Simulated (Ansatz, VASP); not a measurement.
One calculation of SnO, two programs

```
Sn O
1.0
     3.83710    0.00000    0.00000
     0.00000    3.83710    0.00000
     0.00000    0.00000    4.76213
Sn O
2 2
Direct
  0.00000 0.50000 0.24324
  0.50000 0.00000 0.75676
  0.94816 0.94816 0.00000
  0.50000 0.50000 0.00000
```

Alike in both runs: task single point; functional PBE; dispersion D3(BJ); k mesh 12 × 12 × 10; occupations gaussian, width 0.15 eV; no spin polarisation.

```csv
,VASP,Ansatz
version,VASP 6.6.1,Ansatz 0.2.0
potentials or method,"VASP PAW PBE potentials, release 64 (Sn_d, O), cutoff 520 eV","scalar-relativistic, plane waves, PAW"
valence electrons in the cell,40,40
```

```tsv
	VASP	Ansatz	Ansatz less VASP
gap on the k mesh at the Fermi level (eV)	none	none	-
pressure (GPa)	2.6	2.3	-0.23
traceless stress, the component that is largest in VASP (GPa)	-1.93	-1.84	+0.095
rms of the force components (eV/Å)	0.834	0.819	-0.0154
```

Atom by atom the forces differ by 0.037 eV/Å (rms over components). A gap of «none» marks a metal or a gap that the smearing closes.
